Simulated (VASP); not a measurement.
**SiO2: single point with r2SCAN**

SiO2:

```
CELL_PARAMETERS angstrom
0.00000 2.26417 2.26417
2.34840 0.00000 2.26417
2.34840 2.26417 0.00000
ATOMIC_POSITIONS crystal
Si 0.00000 0.00000 0.00000
O 0.25000 0.25000 0.25000
O 0.75000 0.75000 0.75000
```

This cell differs from its parent crystal: uniaxial x strain +3.7%.

| Item | Value |
| --- | --- |
| Program | VASP 6.6.1 |
| Task | single point |
| Functional | r2SCAN |
| Potentials or basis | VASP PAW PBE potentials, release 64 (Si, O) |
| Cutoff | 520 eV |
| k mesh | 10 × 10 × 10 |
| Occupations | gaussian, width 0.01 eV |
| Spin | no spin polarisation |

* Pressure: -9.4 GPa
* Band gap on the k mesh: 2.15 eV (least direct gap 2.21 eV)

Stress tensor (GPa, compression positive):
```
-34.82   0.00   0.00
  0.00   3.35   0.00
  0.00   0.00   3.35
```

Levels at points of the mesh, in eV from the valence-band top:
```
           k point  band 5  band 6  band 7  band 8  band 9  band 10  band 11  band 12
(0.00, 0.00, 0.00)   -5.81   -3.03   -2.16   -2.16    2.15     6.31     6.31     6.62
(0.50, 0.00, 0.00)   -5.22   -5.19   -4.68   -4.51    6.24     9.95    10.41    10.83
(0.50, 0.50, 0.00)   -8.27   -1.61   -0.86    0.00    2.21     8.30    11.61    13.27
(0.00, 0.50, 0.50)   -8.11   -1.03   -1.03   -0.49    2.88     8.88    11.45    13.04
```

Run time: 42 s on 1 thread of Intel(R) Xeon(R) 6975P-C (Granite Rapids), on a shared host, peak memory 0.16 GiB.

Caveat: the cell differs from its parent crystal (uniaxial x strain +3.7%); the cell stands under tension; the PAW data sets were made with another functional, which shifts forces and pressure a little. A k mesh can miss the band edges.
